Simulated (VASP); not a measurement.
# GaF (I4/mmm) in VASP: single point with PBE

Aim: the single point of GaF with PBE.

Program: VASP 6.6.1. These are calculated values, not measurements. Logs are shortened: lines on timing, memory, paths and dates and some standing lists are left out, and cuts for length are marked.

### Step 1. The cell of the first run

The structure is tetragonal, space group I4/mmm (No. 139). Conventional cell: a = 3.364 Å, b = 3.364 Å, c = 5.455 Å, α = 90.00°, β = 90.00°, γ = 90.00°. Ga (site symmetry 4/mmm) has 6 F at 2.38 to 2.73 Å within 3.1 Å. Within 3.1 Å of F (site symmetry 4/mmm) lie 6 Ga at 2.38 to 2.73 Å.

### Step 2. Single point, PBE

The input, POSCAR:

```
GaF
1.0
    0.0000000000      3.3638660000      0.0000000000
    3.3638660000      0.0000000000      0.0000000000
    1.6819330000      1.6819330000     -2.7273990000
Ga F
1 1
Direct
    0.0000000000      0.0000000000      0.0000000000
    0.5000000000      0.5000000000      0.0000000000
```

The input, INCAR.step1:

```
PREC = Accurate
ENCUT = 520
EDIFF = 1E-6
ISMEAR = -1
SIGMA = 0.1
LREAL = F
LASPH = T
NELM = 80
ALGO = Normal
ISIF = 2
LWAVE = F
LCHARG = T
GGA = PE
NBANDS = 17
```

The input, KPOINTS.step1:

```
Automatic mesh
0
Gamma
  12 12 12
```

The input, INCAR.step2:

```
PREC = Accurate
ENCUT = 520
EDIFF = 1E-6
ISMEAR = -5
SIGMA = 0.1
LREAL = F
LASPH = T
NELM = 80
ALGO = Normal
ISIF = 2
LWAVE = F
LCHARG = F
GGA = PE
LORBIT = 11
NEDOS = 1001
ICHARG = 11
```

The input, KPOINTS.step2:

```
Automatic mesh
0
Gamma
  18 18 18
```

Potentials or basis: VASP PAW PBE potentials, release 64 (Ga_d, F).

Launch:

```console
cat potpaw_PBE.64/Ga_d/POTCAR potpaw_PBE.64/F/POTCAR > POTCAR
cp INCAR.step1 INCAR
cp KPOINTS.step1 KPOINTS
mpirun -np 1 vasp_std > vasp.out
cp INCAR.step2 INCAR
cp KPOINTS.step2 KPOINTS
mpirun -np 1 vasp_std > vasp.out
```

OUTCAR:

```text
PREC = Accurate
   ENCUT = 520
   EDIFF = 1E-6
   ISMEAR = -5
   LREAL = F
   LASPH = T
   NELM = 80
   ISIF = 2
   GGA = PE
   LORBIT = 11
   ICHARG = 11

 ion  position               nearest neighbor table
   1  0.000  0.000  0.000-   2 2.38   2 2.38   2 2.38   2 2.38
   2  0.500  0.500  0.000-   1 2.38   1 2.38   1 2.38   1 2.38

  LATTYP: Found a body centered tetragonal cell.
 ALAT       =     3.3638660000
 C/A-ratio  =     1.6215859966

  Lattice vectors:

 A1 = (  -1.6819330000,   1.6819330000,   2.7273990000)
 A2 = (   1.6819330000,  -1.6819330000,   2.7273990000)
 A3 = (   1.6819330000,   1.6819330000,  -2.7273990000)

Analysis of symmetry for initial positions (statically):
=====================================================================
 Subroutine PRICEL returns:
 Original cell was already a primitive cell.

 Routine SETGRP: Setting up the symmetry group for a
 body centered tetragonal supercell.

 Subroutine GETGRP returns: Found 16 space group operations
 (whereof 16 operations were pure point group operations)
 out of a pool of 16 trial point group operations.

The static configuration has the point symmetry D_4h.

Analysis of symmetry for dynamics (positions and initial velocities):
=====================================================================
 Subroutine PRICEL returns:
 Original cell was already a primitive cell.

 Routine SETGRP: Setting up the symmetry group for a
 body centered tetragonal supercell.

 Subroutine GETGRP returns: Found 16 space group operations
 (whereof 16 operations were pure point group operations)
 out of a pool of 16 trial point group operations.

The dynamic configuration has the point symmetry D_4h.

 Subroutine INISYM returns: Found 16 space group operations
 (whereof 16 operations are pure point group operations),
 and found     1 'primitive' translations

----------------------------------------------------------------------------------------

                                     Primitive cell

  volume of cell :      30.8621

  direct lattice vectors                    reciprocal lattice vectors
     0.000000000  3.363866000  0.000000000     0.000000000  0.297277002  0.183324845
     3.363866000  0.000000000  0.000000000     0.297277002  0.000000000  0.183324845
     1.681933000  1.681933000 -2.727399000     0.000000000  0.000000000 -0.366649691

  length of vectors
     3.363866000  3.363866000  3.618909026     0.349258665  0.349258665  0.366649691

  position of ions in fractional coordinates (direct lattice)
     0.000000000  0.000000000  0.000000000
     0.500000000  0.500000000  0.000000000

  ion indices of the primitive-cell ions
   primitive index   ion index
                 1           1
                 2           2

----------------------------------------------------------------------------------------

 KPOINTS: Automatic mesh

Automatic generation of k-mesh.
 Grid dimensions read from file:
 generate k-points for:   18   18   18

 Generating k-lattice:

  Cartesian coordinates                     Fractional coordinates (reciprocal lattice)
     0.000000000  0.016515389  0.010184714     0.055555556  0.000000000  0.000000000
     0.016515389  0.000000000  0.010184714     0.000000000  0.055555556  0.000000000
     0.000000000  0.000000000 -0.020369427     0.000000000  0.000000000  0.055555556

  Length of vectors
     0.019403259  0.019403259  0.020369427

  Shift w.r.t. Gamma in fractional coordinates (k-lattice)
     0.000000000  0.000000000  0.000000000

 TETIRR: Found   7414 inequivalent tetrahedra from    34992

 Subroutine IBZKPT returns following result:
 ===========================================

 Found    480 irreducible k-points:

 Following reciprocal coordinates:
            Coordinates               Weight
  0.000000  0.000000  0.000000      1.000000
  0.055556  0.000000  0.000000      8.000000
  0.111111  0.000000  0.000000      8.000000
  0.166667  0.000000  0.000000      8.000000
  0.222222  0.000000  0.000000      8.000000
  0.277778  0.000000  0.000000      8.000000
[... 16 lines left out ...]
 -0.277778  0.055556 -0.000000     16.000000
 -0.222222  0.055556 -0.000000     16.000000
 [... further k-points ...]
   k-points           NKPTS =    480   k-points in BZ     NKDIM =    480   number of bands    NBANDS=     14
   number of dos      NEDOS =   1001   number of ions     NIONS =      2
   total plane-waves  NPLWV =  21952
   dimension x,y,z NGX =    28 NGY =   28 NGZ =   28
   dimension x,y,z NGXF=    56 NGYF=   56 NGZF=   56
   ions per type =               1   1
   NGX,Y,Z   is equivalent  to a cutoff of  13.84, 13.84, 12.86 a.u.
   NGXF,Y,Z  is equivalent  to a cutoff of  27.68, 27.68, 25.73 a.u.
 SYSTEM =  unknown system
   PREC   = accura    normal or accurate (medium, high low for compatibility)
   ISTART =      0    job   : 0-new  1-cont  2-samecut
   ICHARG =     11    charge: 1-file 2-atom 10-const
   ISPIN  =      1    spin polarized calculation?
   LNONCOLLINEAR =      F non collinear calculations
   LSORBIT =      F    spin-orbit coupling
   LASPH  =      T    aspherical Exc in radial PAW
   ENCUT  =  520.0 eV  38.22 Ry    6.18 a.u.   6.25  6.25  6.73*2*pi/ulx,y,z
   NELM   =     80;   NELMIN=  2; NELMDL=  0     # of ELM steps
   EDIFF  = 0.1E-05   stopping-criterion for ELM
   LREAL  =      F    real-space projection
   EDIFFG = 0.1E-04   stopping-criterion for IOM
   NSW    =      0    number of steps for IOM
   IBRION =     -1    ionic relax: 0-MD 1-quasi-New 2-CG
   NFREE  =      0    steps in history (QN), initial steepest desc. (CG)
   ISIF   =      2    stress and relaxation
   ISYM   =      2    0-nonsym 1-usesym 2-fastsym
   POTIM  = 0.5000    time-step for ionic-motion
   TEBEG  =    0.0;   TEEND  =   0.0 temperature during run
   PSTRESS=    0.0 pullay stress
   NELECT =      20.0000    total number of electrons
   NUPDOWN=      -1.0000    fix difference up-down
   EMIN   =  10.00;   EMAX   =-10.00  energy-range for DOS
   EFERMI =   0.00;   METHOD = LEGACY
   ISMEAR =    -5;   SIGMA  =   0.10  broadening in eV -4-tet -1-fermi 0-gaus
   EFERMI_NEDOS =   21; number of points for ismear=-14 and -15
   IALGO  =     38    algorithm
   IMIX   =      4    mixing-type and parameters
     AMIX     =   0.40;   BMIX     =  1.00
     AMIX_MAG =   1.60;   BMIX_MAG =  1.00
  volume/ion in A,a.u.               =      15.43       104.13
  Fermi-wavevector in a.u.,A,eV,Ry     =   1.416694  2.677164 27.307202  2.007023
  Thomas-Fermi vector in A             =   2.538002
   LORBIT       =     11    0 simple, 1 ext, 2 COOP (PROOUT), +10 PAW based schemes
   GGA     = PE    functional components
   LHFCALC =     F    Hartree Fock is set to
   AEXX    =    0.0000 exact exchange contribution
   IVDW    =     0    specifies the selected vdW correction
   LEPSILON=     F    determine dielectric tensor
   LRPA    =     F    only Hartree local field effects (RPA)
 non-spin polarized calculation
 Fermi weights with tetrahedron method with Bloechl corrections
  energy-cutoff  :      520.00
  volume of cell :       30.86
 maximum number of plane-waves:       854
 NGX is ok and might be reduce to    28

 number of electron      20.0000009 magnetization

 Free energy of the ion-electron system (eV)
  ---------------------------------------------------
  ext. energy  EPLUGINS =         0.00000000
  ---------------------------------------------------
  free energy    TOTEN  =        -7.34301381 eV

  energy without entropy =       -7.34301381  energy(sigma->0) =       -7.34301381

 E-fermi :   3.4328     XC(G=0): -10.1073

 val. band max:        3.4331915661   @ k =   0.5000   0.0000  -0.0000
 cond. band min:       4.0074509969   @ k =   0.5000   0.0000  -0.0000
 fundamental gap:      0.5742594309
 Fermi energy:         3.4327610568

 k-point     1 :       0.0000    0.0000    0.0000
  band No.  band energies     occupation
      1     -20.2438      2.00000
      2     -10.7871      2.00000
      3     -10.7590      2.00000
      4     -10.7590      2.00000
      5     -10.7535      2.00000
      6     -10.7077      2.00000
      7      -2.2691      2.00000
      8      -1.5635      2.00000
      9      -1.5635      2.00000
     10      -1.1708      2.00000
     11      11.1858      0.00000
     12      13.2262      0.00000
     13      13.2262      0.00000
     14      15.0538      0.00000

 k-point     2 :       0.0556    0.0000    0.0000
  band No.  band energies     occupation
      1     -20.2383      2.00000
      2     -10.7858      2.00000
      3     -10.7596      2.00000
      4     -10.7582      2.00000
      5     -10.7538      2.00000
      6     -10.7098      2.00000
      7      -2.4848      2.00000
      8      -1.5564      2.00000
      9      -1.3801      2.00000
     10      -1.1029      2.00000
     11      10.9682      0.00000
     12      12.7742      0.00000
     13      13.0975      0.00000
     14      15.2545      0.00000

 k-point     3 :       0.1111    0.0000    0.0000
  band No.  band energies     occupation
      1     -20.2226      2.00000
      2     -10.7829      2.00000
      3     -10.7621      2.00000
      4     -10.7558      2.00000
      5     -10.7529      2.00000
      6     -10.7156      2.00000
      7      -2.8439      2.00000
      8      -1.5357      2.00000
      9      -1.2851      2.00000
     10      -0.7312      2.00000
     11      10.3569      0.00000
     12      11.9262      0.00000
     13      12.7695      0.00000
     14      15.0762      0.00000
[... 324 lines left out ...]
 k-point    23 :      -0.2778    0.0556   -0.0000
  band No.  band energies     occupation
      1     -20.1390      2.00000
      2     -10.7889      2.00000
      3     -10.7746      2.00000
      4     -10.7576      2.00000
      5     -10.7376      2.00000
      6     -10.7250      2.00000
      7      -3.7053      2.00000
      8      -1.4813      2.00000
      9      -1.2901      2.00000
     10       0.9007      2.00000
     11       7.7107      0.00000
     12       9.9973      0.00000
     13      11.3399      0.00000
     14      14.3640      0.00000

 k-point    24 :      -0.2222    0.0556   -0.0000
  band No.  band energies     occupation
      1     -20.1707      2.00000
      2     -10.7820      2.00000
      3     -10.7707      2.00000
      4     -10.7528      2.00000
      5     -10.7454      2.00000
      6     -10.7282      2.00000
      7      -3.4599      2.00000
      8      -1.5235      2.00000
      9      -1.2651      2.00000
     10       0.3222      2.00000
     11       8.7963      0.00000
     12      10.5149      0.00000
     13      11.7484      0.00000
     14      14.4291      0.00000

 [... further k-points ...]
[... 5 lines left out ...]
  --------------------------------------------------------------------------------------
  -------------------------------------------------------------------------------------
  Total        2.6547817      2.6547817      1.0827533      0.0000000      0.0000000      0.0000000
  in kB      137.8203488    137.8203488     56.2100575      0.0000000      0.0000000      0.0000000
  external PRESSURE =     110.6169184 kB  Pullay stress =       0.0000000 kB

 VOLUME and BASIS-vectors are now :
 -----------------------------------------------------------------------------
  energy-cutoff  :      520.00
  volume of cell :       30.86
      direct lattice vectors                 reciprocal lattice vectors
     0.000000000  3.363866000  0.000000000     0.000000000  0.297277002  0.183324845
     3.363866000  0.000000000  0.000000000     0.297277002  0.000000000  0.183324845
     1.681933000  1.681933000 -2.727399000     0.000000000  0.000000000 -0.366649691

 POSITION                                       TOTAL-FORCE (eV/Angst)
 -----------------------------------------------------------------------------------
      0.00000      0.00000      0.00000        -0.000000     -0.000000      0.000000
      1.68193      1.68193      0.00000         0.000000      0.000000      0.000000
 -----------------------------------------------------------------------------------
    total drift:                                0.000000      0.000000      0.000000

  FREE ENERGIE OF THE ION-ELECTRON SYSTEM (eV)
  ---------------------------------------------------
  free  energy   TOTEN  =        -7.3430138146 eV

  energy  without entropy=       -7.3430138146  energy(sigma->0) =       -7.34301381

 total charge

# of ion       s       p       d       tot
------------------------------------------
    1        1.269   0.190   9.960  11.418
    2        1.757   4.297   0.000   6.054
--------------------------------------------------
tot          3.026   4.486   9.960  17.472
```

Wall time 5.5 min (1 thread of Intel Xeon 8259CL, shared host); peak memory 0.33 GiB.

What came out:

```
Valence electrons inside the program's atomic spheres : Ga 11.42; F 6.05
```

Levels at points of the mesh, in eV from the valence-band top:
| k point | band 7 | band 8 | band 9 | band 10 | band 11 | band 12 | band 13 | band 14 |
| --- | --- | --- | --- | --- | --- | --- | --- | --- |
| (0.00, 0.00, 0.00) | -5.70 | -5.00 | -5.00 | -4.60 | 7.75 | 9.79 | 9.79 | 11.62 |
| (0.50, 0.00, 0.00) | -7.62 | -4.79 | -4.75 | 0.00 | 0.57 | 5.55 | 7.19 | 10.81 |
| (0.50, 0.50, 0.00) | -6.64 | -5.84 | -5.04 | -2.39 | 3.81 | 5.62 | 6.70 | 6.81 |
| (0.00, 0.00, 0.50) | -6.40 | -5.34 | -5.34 | -2.93 | 2.28 | 7.55 | 7.55 | 7.85 |
